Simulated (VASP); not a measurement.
# AgI (P6_3mc) in VASP: single point with PBE

Aim: the single point of AgI with PBE.

Program: VASP 6.6.1. These are calculated values, not measurements. Logs are shortened: lines on timing, memory, paths and dates and some standing lists are left out, and cuts for length are marked.

### 1 The cell of the first run

It takes space group P6_3mc (No. 186, hexagonal). The conventional cell has a = 4.610 Å, b = 4.610 Å, c = 7.544 Å, α = 90.00°, β = 90.00°, γ = 120.00°. Within 3.7 Å of Ag (site symmetry 3m) lie 4 I at 2.80 to 2.90 Å. Within 3.7 Å of I (site symmetry 3m) lie 4 Ag at 2.80 to 2.90 Å.

### 2 Single point, PBE

INCAR reads:

```
PREC = Accurate ; ENCUT = 500
EDIFF = 1E-6 ; ISMEAR = -1
SIGMA = 0.1 ; LREAL = False
LASPH = True ; NELM = 120
ALGO = Normal ; ISIF = 2
LWAVE = False ; LCHARG = False
GGA = PE ; NBANDS = 26
GGA_COMPAT = False
```

KPOINTS reads:

```
Automatic mesh
0
Gamma
  7 7 4
```

POSCAR reads:

```
AgI
1.0
    4.6103384200      0.0000000000      0.0000000000
   -2.3051692100      3.9926738700      0.0000000000
    0.0000000000      0.0000000000      7.5436410800
Ag I
2 2
Direct
    0.3333300000      0.6666700000      0.0000000000
    0.6666600000      0.3333300000      0.5000000000
    0.3333300000      0.6666700000      0.3850000000
    0.6666600000      0.3333300000      0.8850000000
```

Potentials or basis: VASP PAW PBE potentials, release 64 (Ag, I).

The run is started by

```sh
> cat potpaw_PBE.64/Ag/POTCAR potpaw_PBE.64/I/POTCAR > POTCAR
> mpirun -np 1 vasp_std > vasp.out
```

OUTCAR:

```text
PREC = Accurate
   ENCUT = 500
   EDIFF = 1E-6
   ISMEAR = -1
   LREAL = False
   LASPH = True
   NELM = 120
   ISIF = 2
   GGA = PE

 ion  position               nearest neighbor table
   1  0.333  0.667  0.000-   4 2.80   4 2.80   4 2.80   3 2.90
   2  0.667  0.333  0.500-   3 2.80   3 2.80   3 2.80   4 2.90
   3  0.333  0.667  0.385-   2 2.80   2 2.80   2 2.80   1 2.90
   4  0.667  0.333  0.885-   1 2.80   1 2.80   1 2.80   2 2.90

  LATTYP: Found a hexagonal cell.
 ALAT       =     4.6103384200
 C/A-ratio  =     1.6362445428

  Lattice vectors:

 A1 = (   4.6103384200,   0.0000000000,   0.0000000000)
 A2 = (  -2.3051692100,   3.9926738700,   0.0000000000)
 A3 = (   0.0000000000,   0.0000000000,   7.5436410800)

Analysis of symmetry for initial positions (statically):
=====================================================================
 Subroutine PRICEL returns:
 Original cell was already a primitive cell.

 Routine SETGRP: Setting up the symmetry group for a
 hexagonal supercell.

 Subroutine GETGRP returns: Found  4 space group operations
 (whereof  1 operations were pure point group operations)
 out of a pool of 24 trial point group operations.

The static configuration has the point symmetry C_1 .
 The point group associated with its full space group is C_2v.

Analysis of symmetry for dynamics (positions and initial velocities):
=====================================================================
 Subroutine PRICEL returns:
 Original cell was already a primitive cell.

 Routine SETGRP: Setting up the symmetry group for a
 hexagonal supercell.

 Subroutine GETGRP returns: Found  4 space group operations
 (whereof  1 operations were pure point group operations)
 out of a pool of 24 trial point group operations.

The dynamic configuration has the point symmetry C_1 .
 The point group associated with its full space group is C_2v.

 Subroutine INISYM returns: Found  4 space group operations
 (whereof  1 operations are pure point group operations),
 and found     1 'primitive' translations

----------------------------------------------------------------------------------------

                                     Primitive cell

  volume of cell :     138.8602

  direct lattice vectors                    reciprocal lattice vectors
     4.610338420  0.000000000  0.000000000     0.216903817  0.125229362  0.000000000
    -2.305169210  3.992673870  0.000000000     0.000000000  0.250458723  0.000000000
     0.000000000  0.000000000  7.543641080     0.000000000  0.000000000  0.132561980

  length of vectors
     4.610338420  4.610341605  7.543641080     0.250458896  0.250458723  0.132561980

  position of ions in fractional coordinates (direct lattice)
     0.333330000  0.666670000  0.000000000
     0.666660000  0.333330000  0.500000000
     0.333330000  0.666670000  0.385000000
     0.666660000  0.333330000  0.885000000

  ion indices of the primitive-cell ions
   primitive index   ion index
                 1           1
                 2           2
                 3           3
                 4           4

----------------------------------------------------------------------------------------

 KPOINTS: Automatic mesh

Automatic generation of k-mesh.
 Grid dimensions read from file:
 generate k-points for:    7    7    4

 Generating k-lattice:

  Cartesian coordinates                     Fractional coordinates (reciprocal lattice)
     0.030986260  0.017889909  0.000000000     0.142857143  0.000000000  0.000000000
     0.000000000  0.035779818  0.000000000     0.000000000  0.142857143  0.000000000
     0.000000000  0.000000000  0.033140495     0.000000000  0.000000000  0.250000000

  Length of vectors
     0.035779842  0.035779818  0.033140495

  Shift w.r.t. Gamma in fractional coordinates (k-lattice)
     0.000000000  0.000000000  0.000000000

 Subroutine IBZKPT returns following result:
 ===========================================

 Found     48 irreducible k-points:

 Following reciprocal coordinates:
            Coordinates               Weight
  0.000000  0.000000  0.000000      1.000000
  0.142857  0.000000  0.000000      4.000000
  0.000000  0.142857  0.000000      2.000000
  0.285714  0.000000  0.000000      4.000000
  0.000000  0.285714  0.000000      2.000000
  0.428571  0.000000  0.000000      4.000000
[... 16 lines left out ...]
  0.000000  0.428571  0.250000      4.000000
  0.142857  0.142857  0.250000      8.000000
 [... further k-points ...]
   k-points           NKPTS =     48   k-points in BZ     NKDIM =     48   number of bands    NBANDS=     26
   number of dos      NEDOS =    301   number of ions     NIONS =      4
   total plane-waves  NPLWV =  72576
   dimension x,y,z NGX =    36 NGY =   36 NGZ =   56
   dimension x,y,z NGXF=    72 NGYF=   72 NGZF=  112
   ions per type =               2   2
   NGX,Y,Z   is equivalent  to a cutoff of  12.98, 12.98, 12.34 a.u.
   NGXF,Y,Z  is equivalent  to a cutoff of  25.96, 25.96, 24.68 a.u.
 SYSTEM =  unknown system
   PREC   = accura    normal or accurate (medium, high low for compatibility)
   ISTART =      0    job   : 0-new  1-cont  2-samecut
   ICHARG =      2    charge: 1-file 2-atom 10-const
   ISPIN  =      1    spin polarized calculation?
   LNONCOLLINEAR =      F non collinear calculations
   LSORBIT =      F    spin-orbit coupling
   LASPH  =      T    aspherical Exc in radial PAW
   ENCUT  =  500.0 eV  36.75 Ry    6.06 a.u.   8.41  8.41 13.75*2*pi/ulx,y,z
   NELM   =    120;   NELMIN=  2; NELMDL= -5     # of ELM steps
   EDIFF  = 0.1E-05   stopping-criterion for ELM
   LREAL  =      F    real-space projection
   EDIFFG = 0.1E-04   stopping-criterion for IOM
   NSW    =      0    number of steps for IOM
   IBRION =     -1    ionic relax: 0-MD 1-quasi-New 2-CG
   NFREE  =      0    steps in history (QN), initial steepest desc. (CG)
   ISIF   =      2    stress and relaxation
   ISYM   =      2    0-nonsym 1-usesym 2-fastsym
   POTIM  = 0.5000    time-step for ionic-motion
   TEBEG  =    0.0;   TEEND  =   0.0 temperature during run
   PSTRESS=    0.0 pullay stress
   NELECT =      36.0000    total number of electrons
   NUPDOWN=      -1.0000    fix difference up-down
   EMIN   =  10.00;   EMAX   =-10.00  energy-range for DOS
   EFERMI =   0.00;   METHOD = LEGACY
   ISMEAR =    -1;   SIGMA  =   0.10  broadening in eV -4-tet -1-fermi 0-gaus
   EFERMI_NEDOS =   21; number of points for ismear=-14 and -15
   IALGO  =     38    algorithm
   IMIX   =      4    mixing-type and parameters
     AMIX     =   0.40;   BMIX     =  1.00
     AMIX_MAG =   1.60;   BMIX_MAG =  1.00
  volume/ion in A,a.u.               =      34.72       234.27
  Fermi-wavevector in a.u.,A,eV,Ry     =   1.043878  1.972644 14.826016  1.089681
  Thomas-Fermi vector in A             =   2.178606
   LORBIT       =      0    0 simple, 1 ext, 2 COOP (PROOUT), +10 PAW based schemes
   GGA     = PE    functional components
   LHFCALC =     F    Hartree Fock is set to
   AEXX    =    0.0000 exact exchange contribution
   IVDW    =     0    specifies the selected vdW correction
   LEPSILON=     F    determine dielectric tensor
   LRPA    =     F    only Hartree local field effects (RPA)
 non-spin polarized calculation
  energy-cutoff  :      500.00
  volume of cell :      138.86
 maximum number of plane-waves:      3580
 NGX is ok and might be reduce to    36
   NGX = 17   NGY = 17   NGZ = 27

 number of electron      36.0000006 magnetization

 Free energy of the ion-electron system (eV)
  ---------------------------------------------------
  ext. energy  EPLUGINS =         0.00000000
  ---------------------------------------------------
  free energy    TOTEN  =        -9.54202032 eV

  energy without entropy =       -9.54196713  energy(sigma->0) =       -9.54199372

 E-fermi :   3.7844     XC(G=0):  -8.3612

 val. band max:        3.0086900617   @ k =   0.0000   0.0000   0.0000
 cond. band min:       4.3645427243   @ k =   0.0000   0.0000   0.0000
 fundamental gap:      1.3558526627
 Fermi energy:         3.7844305613

 k-point     1 :       0.0000    0.0000    0.0000
  band No.  band energies     occupation
      1      -9.7537      2.00000
      2      -9.4807      2.00000
      3      -1.1961      2.00000
      4      -1.1960      2.00000
      5      -1.0998      2.00000
      6      -1.0997      2.00000
[... 18 lines left out ...]
     25       9.6041      0.00000
     26      10.2750      0.00000

 k-point     2 :       0.1429    0.0000    0.0000
  band No.  band energies     occupation
      1      -9.7078      2.00000
      2      -9.4568      2.00000
      3      -1.2314      2.00000
      4      -1.1544      2.00000
      5      -1.1101      2.00000
      6      -1.0468      2.00000
[... 18 lines left out ...]
     25       9.9461      0.00000
     26      10.0123      0.00000

 k-point     3 :       0.0000    0.1429    0.0000
  band No.  band energies     occupation
      1      -9.7078      2.00000
      2      -9.4568      2.00000
      3      -1.2314      2.00000
      4      -1.1544      2.00000
      5      -1.1101      2.00000
      6      -1.0468      2.00000
[... 18 lines left out ...]
     25       9.9461      0.00000
     26      10.0122      0.00000

 k-point     4 :       0.2857    0.0000    0.0000
  band No.  band energies     occupation
      1      -9.5962      2.00000
      2      -9.4077      2.00000
      3      -1.2895      2.00000
      4      -1.1385      2.00000
      5      -1.0608      2.00000
      6      -0.9111      2.00000
[... 18 lines left out ...]
     25      10.2510      0.00000
     26      10.5068      0.00000

 k-point     5 :       0.0000    0.2857    0.0000
  band No.  band energies     occupation
      1      -9.5962      2.00000
      2      -9.4077      2.00000
      3      -1.2896      2.00000
      4      -1.1385      2.00000
      5      -1.0607      2.00000
      6      -0.9111      2.00000
[... 18 lines left out ...]
     25      10.2510      0.00000
     26      10.5068      0.00000

 k-point     6 :       0.4286    0.0000    0.0000
  band No.  band energies     occupation
      1      -9.4898      2.00000
      2      -9.3809      2.00000
      3      -1.2830      2.00000
      4      -1.1800      2.00000
      5      -0.9882      2.00000
      6      -0.7782      2.00000
[... 427 lines left out ...]
 k-point    21 :       0.0000    0.2857    0.2500
  band No.  band energies     occupation
      1      -9.5687      2.00000
      2      -9.4354      2.00000
      3      -1.3096      2.00000
      4      -1.2165      2.00000
      5      -1.0428      2.00000
      6      -0.9375      2.00000
[... 18 lines left out ...]
     25      10.0088      0.00000
     26      10.7181      0.00000

 k-point    22 :       0.4286    0.0000    0.2500
  band No.  band energies     occupation
      1      -9.4732      2.00000
      2      -9.3962      2.00000
      3      -1.3197      2.00000
      4      -1.2589      2.00000
      5      -0.9628      2.00000
      6      -0.8152      2.00000
[... 18 lines left out ...]
     25      10.5604      0.00000
     26      11.5834      0.00000

 k-point    23 :       0.0000    0.4286    0.2500
  band No.  band energies     occupation
      1      -9.4732      2.00000
      2      -9.3962      2.00000
      3      -1.3197      2.00000
      4      -1.2589      2.00000
      5      -0.9627      2.00000
      6      -0.8151      2.00000
[... 18 lines left out ...]
     25      10.5604      0.00000
     26      11.5834      0.00000

 k-point    24 :       0.1429    0.1429    0.2500
  band No.  band energies     occupation
      1      -9.5986      2.00000
      2      -9.4513      2.00000
      3      -1.2690      2.00000
      4      -1.1923      2.00000
      5      -1.0823      2.00000
      6      -1.0217      2.00000
[... 18 lines left out ...]
     25      10.0339      0.00000
     26      10.4320      0.00000

 [... further k-points ...]

------------------------ aborting loop because EDIFF is reached ----------------------------------------

  FORCE on cell =-STRESS in cart. coord.  units (eV):
  Direction    XX          YY          ZZ          XY          YZ          ZX
  --------------------------------------------------------------------------------------
  -------------------------------------------------------------------------------------
  Total        1.5596925      1.5601320      0.5969413      0.0000000      0.0000000      0.0000000
  in kB       17.9958308     18.0009015      6.8875465      0.0000000      0.0000000      0.0000000
  external PRESSURE =      14.2947596 kB  Pullay stress =       0.0000000 kB

 VOLUME and BASIS-vectors are now :
 -----------------------------------------------------------------------------
  energy-cutoff  :      500.00
  volume of cell :      138.86
      direct lattice vectors                 reciprocal lattice vectors
     4.610338420  0.000000000  0.000000000     0.216903817  0.125229362  0.000000000
    -2.305169210  3.992673870  0.000000000     0.000000000  0.250458723  0.000000000
     0.000000000  0.000000000  7.543641080     0.000000000  0.000000000  0.132561980

 POSITION                                       TOTAL-FORCE (eV/Angst)
 -----------------------------------------------------------------------------------
     -0.00002      2.66180      0.00000         0.000000     -0.000070      0.145209
      2.30515      1.33088      3.77182        -0.000000      0.000070      0.145209
     -0.00002      2.66180      2.90430         0.000000     -0.000080     -0.145209
      2.30515      1.33088      6.67612         0.000000      0.000080     -0.145209
 -----------------------------------------------------------------------------------
    total drift:                               -0.000000     -0.000000     -0.000872

  FREE ENERGIE OF THE ION-ELECTRON SYSTEM (eV)
  ---------------------------------------------------
  free  energy   TOTEN  =        -9.5420203176 eV

  energy  without entropy=       -9.5419671261  energy(sigma->0) =       -9.54199372
```

Run time: 91 s. Hardware: 1 thread of Intel Xeon Platinum 8488C (Sapphire Rapids), shared host; peak memory 0.33 GiB.

Results:

| Property | Result |
| --- | --- |
| Free energy | -9.5420 eV |
| Pressure | 1.4 GPa |
| Largest force | 0.145 eV/Å |
| Band gap on the k mesh | 1.36 eV |

Forces on the atoms (eV/Å):
```
Ag   0.000  0.000  0.145
Ag   0.000  0.000  0.145
I    0.000  0.000 -0.145
I    0.000  0.000 -0.145
```

Stress tensor (GPa, compression positive):
```
1.80 0.00 0.00
0.00 1.80 0.00
0.00 0.00 0.69
```

Caveat: spin-orbit coupling is left out, which moves the levels of the heavy elements. A hybrid or GW would open this gap; PBE tends to underestimate it.
